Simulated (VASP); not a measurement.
# BN (scan) (P6_3/mmc) in VASP: a series of runs, part 2 of 2

VASP 6.6.1. The steps go on from the part before.

### Step 3. Relaxation of cell and atoms, r2SCAN, target pressure 12.5 GPa, at which the enthalpy is minimised

This run uses another cell than the first one, of 8.97 Å³/atom, 1.185 times its volume.

POSCAR reads:

```
BN
1.0
    2.4982400000      0.0000000000      0.0000000000
   -1.2491200000      2.1635393048      0.0000000000
    0.0000000000      0.0000000000      6.6357000000
B N
2 2
Direct
    0.3333333333      0.6666666667      0.2500000000
    0.6666666667      0.3333333333      0.7500000000
    0.3333333333      0.6666666667      0.7500000000
    0.6666666667      0.3333333333      0.2500000000
```

INCAR.step1 reads:

```
SYSTEM = BN
PREC     = Accurate       ! precision mode
ENCUT    = 600            ! plane-wave cutoff, eV
ISMEAR   = 0              ! smearing method
SIGMA    = 0.02           ! smearing width, eV
LREAL    = .FALSE.        ! projectors in reciprocal space
LASPH    = .TRUE.         ! aspherical terms in the spheres
NELM     = 100            ! most SCF steps
GGA      = PE             ! functional
ALGO     = Normal         ! electronic algorithm
EDIFF    = 1E-4           ! SCF threshold, eV
LWAVE    = .TRUE.         ! write WAVECAR
LCHARG   = .FALSE.        ! write CHGCAR
```

INCAR.step2 reads:

```
SYSTEM = BN
PREC     = Accurate       ! precision mode
ENCUT    = 600            ! plane-wave cutoff, eV
EDIFF    = 1E-6           ! SCF threshold, eV
ISMEAR   = 0              ! smearing method
SIGMA    = 0.02           ! smearing width, eV
LREAL    = .FALSE.        ! projectors in reciprocal space
LASPH    = .TRUE.         ! aspherical terms in the spheres
NELM     = 100            ! most SCF steps
ALGO     = Normal         ! electronic algorithm
ISIF     = 3              ! what is computed and relaxed
LWAVE    = .FALSE.        ! write WAVECAR
LCHARG   = .FALSE.        ! write CHGCAR
METAGGA  = R2SCAN         ! meta-GGA
LMIXTAU  = .TRUE.       
IBRION   = 2              ! ionic algorithm
NSW      = 100            ! ionic steps
EDIFFG   = -0.002         ! ionic threshold
PSTRESS  = 125.0        
ISTART   = 1
```

KPOINTS reads:

```
Automatic mesh
0
G
  12 12 4
  0 0 0
```

Potentials or basis: VASP PAW PBE potentials, release 64 (B, N).

Started as:

```console
> cat potpaw_PBE.64/B/POTCAR potpaw_PBE.64/N/POTCAR > POTCAR
> cp INCAR.step1 INCAR
> mpirun -np 1 vasp_std > vasp.out
> cp INCAR.step2 INCAR
> mpirun -np 1 vasp_std > vasp.out
```

It took 10 min on 1 thread of Intel Xeon Platinum 8488C (Sapphire Rapids), shared host; peak memory 0.17 GiB.

The run converged. Its results:

```yaml
Free_energy: -38.4082 eV
Relaxed_volume: 7.56 Å³/atom
Relaxed_cell: a = 2.480 Å, b = 2.480 Å, c = 5.678 Å, α = 90.00°, β = 90.00°, γ = 120.00°
Space_group_after_relaxing_to_0.05_Å: P6_3/mmc (No. 194)
Energy_change_on_relaxing_the_enthalpy_is_what_falls: +46.8 meV/atom
Ionic_steps: 10
Pressure_after_relaxing: 12.5 GPa
Band_gap_on_the_k_mesh: 4.75 eV, indirect (least direct gap 5.00 eV)
```

Step by step:
```csv
step,energy change (eV),largest force (eV/Å),pressure (GPa),volume (Å³)
1,0.0000,0.0000,1.56,35.87
2,0.2547,0.0000,27.43,32.78
3,0.0632,0.0000,12.80,34.38
4,0.0726,0.0000,12.78,33.11
5,0.1299,0.0000,13.43,31.22
6,0.5522,0.0000,19.79,27.39
7,0.1813,0.0000,14.14,30.35
8,0.2002,0.0000,14.41,30.10
9,0.1590,0.0000,6.77,30.74
10,0.1871,0.0000,12.49,30.26
```

Final structure:
```
CELL_PARAMETERS angstrom
2.48046 0.00000 0.00000
-1.24023 2.14814 0.00000
0.00000 0.00000 5.67820
ATOMIC_POSITIONS crystal
B 0.33333 0.66667 0.25000
B 0.66667 0.33333 0.75000
N 0.33333 0.66667 0.75000
N 0.66667 0.33333 0.25000
```

Levels at points of the mesh, in eV from the valence-band top:
```tsv
k point	band 6	band 7	band 8	band 9	band 10	band 11
(0.00, 0.00, 0.00)	-1.46	-1.30	-1.30	7.15	12.27	12.27
(0.50, 0.00, 0.00)	-4.26	-2.25	-0.21	4.80	7.35	10.59
(0.00, 0.00, 0.50)	-1.38	-1.38	-1.38	10.53	10.53	12.47
(0.50, 0.00, 0.50)	-4.39	-1.06	-1.06	5.32	5.32	10.94
```

Caveat: the cell is relaxed towards a set pressure, so the enthalpy falls and the energy may rise; the volume moved by over 15 % at a fixed basis, so the end points are rough; the PAW data sets were made with another functional, which shifts forces and pressure a little. r2SCAN opens gaps a little over a GGA but as a rule still falls short of measured ones.

### Step 4. Single point, r2SCAN

POSCAR reads:

```
BN
1.0
    2.4788032709      0.0000000000      0.0000000000
   -1.2394016355      2.1467066036      0.0000000000
    0.0000000000      0.0000000000      5.6856437334
B N
2 2
Direct
    0.3333333333      0.6666666667      0.2500000000
    0.6666666667      0.3333333333      0.7500000000
    0.3333333333      0.6666666667      0.7500000000
    0.6666666667      0.3333333333      0.2500000000
```

INCAR.step1 reads:

```
PREC = Accurate ; ENCUT = 520
ISMEAR = 0 ; SIGMA = 0.02
LREAL = F ; LASPH = T
NELM = 100 ; NBANDS = 16
GGA = PE ; ALGO = Normal
EDIFF = 1E-4 ; LWAVE = T
LCHARG = F
```

INCAR.step2 reads:

```
PREC = Accurate ; ENCUT = 520
EDIFF = 1E-6 ; ISMEAR = 0
SIGMA = 0.02 ; LREAL = F
LASPH = T ; NELM = 100
ALGO = Normal ; ISIF = 2
LWAVE = F ; LCHARG = F
METAGGA = R2SCAN ; LMIXTAU = T
NBANDS = 16 ; ISTART = 1
```

KPOINTS reads:

```
regular mesh
0
Gamma
  12 12 4
```

Started as:

```console
> cat potpaw_PBE.64/B/POTCAR potpaw_PBE.64/N/POTCAR > POTCAR
> cp INCAR.step1 INCAR
> mpirun -np 1 vasp_std > vasp.out
> cp INCAR.step2 INCAR
> mpirun -np 1 vasp_std > vasp.out
```

Wall time 76 s (1 thread of Intel Xeon Platinum 8488C (Sapphire Rapids), shared host); peak memory 0.15 GiB.

Results (log left out):

| Item | Value |
| --- | --- |
| Free energy | -38.3978 eV |
| Pressure | 13.0 GPa |
| Band gap on the k mesh | 4.76 eV, indirect (least direct gap 5.01 eV) |

Stress tensor (GPa, compression positive):
```
13.40  0.00  0.00
 0.00 13.40  0.00
 0.00  0.00 12.12
```

Levels at points of the mesh, in eV from the valence-band top:
```csv
k point,band 4,band 5,band 6,band 7,band 8,band 9,band 10,band 11,band 12,band 13
"(0.00, 0.00, 0.00)",-3.18,-1.46,-1.46,-1.30,-1.30,7.13,12.29,12.29,12.70,12.70
"(0.50, 0.00, 0.00)",-9.35,-4.52,-4.27,-2.25,-0.21,4.80,7.34,10.61,10.75,14.55
"(0.00, 0.00, 0.50)",-5.62,-1.38,-1.38,-1.38,-1.38,10.52,10.52,12.49,12.49,12.49
"(0.50, 0.00, 0.50)",-9.49,-4.40,-4.40,-1.06,-1.06,5.33,5.33,10.97,10.97,15.70
```

Caveat: the PAW data sets were made with another functional, which shifts forces and pressure a little. r2SCAN opens gaps a little over a GGA but as a rule still falls short of measured ones.

### Step 5. Relaxation of cell and atoms, r2SCAN, target pressure 12.5 GPa, at which the enthalpy is minimised

POSCAR is that of step 4.

INCAR.step1 reads:

```
PREC = Accurate ; ENCUT = 600
ISMEAR = 0 ; SIGMA = 0.02
LREAL = F ; LASPH = T
NELM = 100 ; GGA = PE
ALGO = Normal ; EDIFF = 1E-4
LWAVE = T ; LCHARG = F
```

INCAR.step2 reads:

```
PREC = Accurate ; ENCUT = 600
EDIFF = 1E-6 ; ISMEAR = 0
SIGMA = 0.02 ; LREAL = F
LASPH = T ; NELM = 100
ALGO = Normal ; ISIF = 3
LWAVE = F ; LCHARG = F
METAGGA = R2SCAN ; LMIXTAU = T
IBRION = 2 ; NSW = 100
EDIFFG = -0.002 ; PSTRESS = 125.0
ISTART = 1
```

KPOINTS is that of step 4.

Started as:

```console
> cat potpaw_PBE.64/B/POTCAR potpaw_PBE.64/N/POTCAR > POTCAR
> cp INCAR.step1 INCAR
> mpirun -np 1 vasp_std > vasp.out
> cp INCAR.step2 INCAR
> mpirun -np 1 vasp_std > vasp.out
```

Run time: 4.7 min. Hardware: 1 thread of Intel Xeon Platinum 8488C (Sapphire Rapids), shared host; peak memory 0.16 GiB.

The run converged. Its results:

```yaml
Free_energy: -38.4012 eV
Relaxed_volume: 7.56 Å³/atom
Relaxed_cell: a = 2.480 Å, b = 2.480 Å, c = 5.676 Å, α = 90.00°, β = 90.00°, γ = 120.00°
Space_group_after_relaxing_to_0.05_Å: P6_3/mmc (No. 194)
Energy_change_on_relaxing_the_enthalpy_is_what_falls: +0.1 meV/atom
Ionic_steps: 6
Pressure_after_relaxing: 12.5 GPa
Band_gap_on_the_k_mesh: 4.75 eV, indirect (least direct gap 5.00 eV)
```

Step by step:
```csv
step,energy change (eV),largest force (eV/Å),pressure (GPa),volume (Å³)
1,0.0000,0.0000,13.03,30.25
2,-0.0082,0.0000,11.17,30.37
3,-0.0029,0.0000,12.44,30.29
4,-0.0029,0.0000,12.43,30.29
5,-0.0020,0.0000,12.44,30.28
6,0.0006,0.0000,12.51,30.25
```

Final structure:
```yaml
crystal:
  lattice:
    - [2.48045, 0.00000, 0.00000]
    - [-1.24023, 2.14813, 0.00000]
    - [0.00000, 0.00000, 5.67633]
  atoms:
    - { symbol: B, position: [0.33333, 0.66667, 0.25000] }
    - { symbol: B, position: [0.66667, 0.33333, 0.75000] }
    - { symbol: N, position: [0.33333, 0.66667, 0.75000] }
    - { symbol: N, position: [0.66667, 0.33333, 0.25000] }
```

Levels at points of the mesh, in eV from the valence-band top:
| k point | band 4 | band 5 | band 6 | band 7 | band 8 | band 9 | band 10 | band 11 | band 12 |
| --- | --- | --- | --- | --- | --- | --- | --- | --- | --- |
| (0.00, 0.00, 0.00) | -3.15 | -1.46 | -1.46 | -1.30 | -1.30 | 7.16 | 12.27 | 12.27 | 12.68 |
| (0.50, 0.00, 0.00) | -9.34 | -4.52 | -4.26 | -2.25 | -0.21 | 4.80 | 7.35 | 10.58 | 10.73 |
| (0.00, 0.00, 0.50) | -5.61 | -1.38 | -1.38 | -1.38 | -1.38 | 10.54 | 10.54 | 12.47 | 12.47 |
| (0.50, 0.00, 0.50) | -9.49 | -4.39 | -4.39 | -1.06 | -1.06 | 5.32 | 5.32 | 10.94 | 10.94 |

Caveat: the cell is relaxed towards a set pressure, so the enthalpy falls and the energy may rise; the PAW data sets were made with another functional, which shifts forces and pressure a little.

### Step 6. Overview

| task | cell | cutoff (eV) | gap on the mesh (eV) | pressure (GPa) |
| --- | --- | --- | --- | --- |
| single point | a = 2.479, b = 2.479, c = 5.686 Å, angles 90.0, 90.0, 120.0°, 4 atoms | 520 | 4.76 | 13.0 |
| relaxation of cell and atoms | relaxed to 12.5 GPa from a = 2.498, b = 2.498, c = 6.636 Å, angles 90.0, 90.0, 120.0°, 4 atoms | 600 | 4.75 | 12.5 |
| relaxation of cell and atoms | relaxed to 12.5 GPa from a = 2.479, b = 2.479, c = 5.686 Å, angles 90.0, 90.0, 120.0°, 4 atoms | 600 | 4.75 | 12.5 |

Alike in all rows: level r2SCAN; potentials or basis VASP PAW PBE potentials, release 64 (B, N); no spin polarisation; k mesh 12 × 12 × 4; smearing gaussian 0.02 eV.

Caveats: the PAW data sets were made with another functional, which shifts forces and pressure a little; the cell is relaxed towards a set pressure, so the enthalpy falls and the energy may rise (some runs); the volume moved by over 15 % at a fixed basis, so the end points are rough (some runs).

Absolute energies hang on the potentials; compare differences alone.
